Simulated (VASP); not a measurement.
A run of VASP 6.6.1 is set up as follows.

Contents of INCAR:

```
SYSTEM = LuTlN
PREC = Accurate
ENCUT = 520
EDIFF = 1E-7
ISMEAR = -1
SIGMA = 0.0237
LREAL = .False.
LASPH = .True.
NELM = 60
ALGO = Normal
ISIF = 2
LWAVE = .False.
LCHARG = .False.
GGA = PE
NBANDS = 52
```

KPOINTS

```
regular mesh
0
Gamma
  9 10 4
  0 0 0
```

The input POSCAR:

```
LuTlN
1.0
    3.8420500000      0.0000000000      0.0000000000
    0.0000000000      3.4267460000      0.0000000000
    0.0000000000      0.0000000000      8.7301600000
N Lu Tl
2 2 2
Direct
    0.0000000000      0.0000000000      0.9700000000
    0.5000000000      0.5000000000      0.0300000000
    0.0000000000      0.5000000000      0.0800000000
    0.5000000000      0.0000000000      0.9200000000
    0.0000000000      0.0000000000      0.3150000000
    0.5000000000      0.5000000000      0.6850000000
```

Potentials or basis: VASP PAW PBE potentials, release 64 (N, Lu, Tl_d).

Launch:

```console
$ cat potpaw_PBE.64/N/POTCAR potpaw_PBE.64/Lu/POTCAR potpaw_PBE.64/Tl_d/POTCAR > POTCAR
$ mpirun -np 1 vasp_std > vasp.out
```

Q: Predict the largest force.

A: 4.487 eV/Å.

Q: Predict the pressure.

A: 46.5 GPa.

Q: Estimate the band gap on the k mesh.

A: Zero (bands 43 and 44 overlap by 2.02 eV).

Forces on the atoms (eV/Å):
```
N    0.000  0.000 -1.650
N    0.000  0.000  1.650
Lu   0.000  0.000  3.541
Lu   0.000  0.000 -3.541
Tl   0.000  0.000  4.487
Tl   0.000  0.000 -4.487
```

Caveat: the stress differs along the axes, from 38 to 51 GPa; spin-orbit coupling is left out, which moves the levels of the heavy elements; forces of over 1 eV/Å act on the atoms, so gaps and moduli don't describe the material at rest.
